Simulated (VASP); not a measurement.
The system is Ag.

```xyz
1
Lattice="0.0000 2.0010 2.0010 2.0010 0.0000 2.0010 2.0010 2.0010 0.0000" Properties=species:S:1:pos:R:3 pbc="T T T"
Ag    0.0000    0.0000    0.0000
```

Base run:

| Property | Result |
| --- | --- |
| Program | VASP 6.6.1 |
| Functional | PBE exchange alone |
| Potentials or basis | VASP PAW PBE potentials, release 64 (Ag) |
| Cutoff | 520 eV |
| k mesh | 11 × 11 × 11 |
| Occupations | fermi-dirac, width 0.05 eV |
| Spin | no spin polarisation |

Its results: pressure 33.9 GPa.

Task: After a change of settings the same cell gave: pressure 9.6 GPa. Which change was it?
A. functional from PBE exchange alone to revPBE; further incar settings from ALGO = Normal; EDIFF = 1e-06; NBANDS = 12 to ALGO = Fast; EDIFF = 1e-07; NBANDS = 12
B. functional from PBE exchange alone to HSE06; k mesh from 11 × 11 × 11 to 6 × 6 × 6
C. functional from PBE exchange alone to r2SCAN
D. functional from PBE exchange alone to PBE; dispersion from none to D3(BJ)

Result: C.

Caveats: the PAW data sets were made with another functional, which shifts forces and pressure a little (some runs).
